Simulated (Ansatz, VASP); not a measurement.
CsGeF3: VASP beside Ansatz

```xyz
5
Lattice="4.4291 0.0000 0.0000 0.0000 4.4291 0.0000 0.0000 0.0000 4.4291" Properties=species:S:1:pos:R:3 pbc="T T T"
Cs    0.0000    0.0000    0.0000
Ge    2.2145    2.2145    2.2145
F     2.2145    2.2145    0.0000
F     2.2145    0.0000    2.2145
F     0.0000    2.2145    2.2145
```

Change from the starting cell: hydrostatic strain -1.5%.

Alike in both runs: task single point; functional HSE06; k mesh 4 × 4 × 4; no spin polarisation.

|  | VASP | Ansatz |
| --- | --- | --- |
| version | VASP 6.6.1 | Ansatz 0.2.0 |
| potentials or method | VASP PAW PBE potentials, release 64 (Cs_sv, Ge_d, F) | plane waves, PAW |
| plane-wave cutoff (eV) | 520 | 420 |
| occupations | gaussian, width 0.01 eV | fixed |
| valence electrons in the cell | 44 | 44 |

```tsv
	VASP	Ansatz	Ansatz less VASP
gap on the k mesh at the Fermi level (eV)	2.51	2.53	+0.023
pressure (GPa)	4.2	4.1	-0.02
```

Ansatz's warnings: stress exchange threshold loose, stress scf threshold loose.

Spin-orbit coupling is off throughout.
